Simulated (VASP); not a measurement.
Here is a VASP 6.6.1 calculation.

INCAR

```
SYSTEM = Pd
PREC = Accurate
ENCUT = 500
EDIFF = 1E-6
ISMEAR = 0
SIGMA = 0.1
LREAL = .False.
LASPH = .True.
NELM = 120
ALGO = Normal
ISIF = 2
LWAVE = .False.
LCHARG = .False.
GGA = PS
NBANDS = 11
GGA_COMPAT = .False.
```

File KPOINTS:

```
regular mesh
0
Gamma
  18 18 18
  0 0 0
```

Contents of POSCAR:

```
Pd
1.0
    0.0000000000      1.9899244350      1.9899244350
    1.9899244350      0.0000000000      1.9899244350
    1.9899244350      1.9899244350      0.0000000000
Pd
1
Direct
    0.0000000000      0.0000000000      0.0000000000
```

Potentials or basis: VASP PAW PBE potentials, release 64 (Pd).

Command:

```sh
$ cat potpaw_PBE.64/Pd/POTCAR > POTCAR
$ mpirun -np 1 vasp_std > vasp.out
```

Q: What does it give for the band gap on the k mesh?

A: Zero (band 5 reaches 8.79 eV, above the bottom of band 6 at 7.38 eV).

Q: Predict the pressure.

A: -13.3 GPa.

Caveat: the cell differs from its parent crystal (strained); the PAW data sets were made with another functional, which shifts forces and pressure a little.
